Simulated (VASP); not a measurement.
A run of VASP 6.6.1 is set up as follows.

INCAR

```
PREC = Accurate
ENCUT = 520
EDIFF = 1E-8
ISMEAR = -1
SIGMA = 0.01
LREAL = F
LASPH = T
NELM = 100
ALGO = Normal
ISIF = 2
LWAVE = F
LCHARG = F
GGA = PS
LEFG = T
NBANDS = 14
```

KPOINTS

```
regular mesh
0
Gamma
  10 10 10
```

POSCAR

```
HfN
1.0
    0.0000000000      2.2128850196      2.2128850196
    2.2128850196      0.0000000000      2.2128850196
    2.2128850196      2.2128850196      0.0000000000
Hf N
1 1
Direct
    0.0000000000      0.0000000000      0.0000000000
    0.5000000000      0.5000000000      0.5000000000
```

Potentials or basis: VASP PAW PBE potentials, release 64 (Hf_pv, N).

Run with:

```console
$ cat potpaw_PBE.64/Hf_pv/POTCAR potpaw_PBE.64/N/POTCAR > POTCAR
$ mpirun -np 1 vasp_std > vasp.out
```

Predict the pressure.

13.9 GPa.

Caveat: without QUAD_EFG the Cq values of the log hold for a quadrupole moment of 1 mb, not for the nuclei; the PAW data sets were made with another functional, which shifts forces and pressure a little.
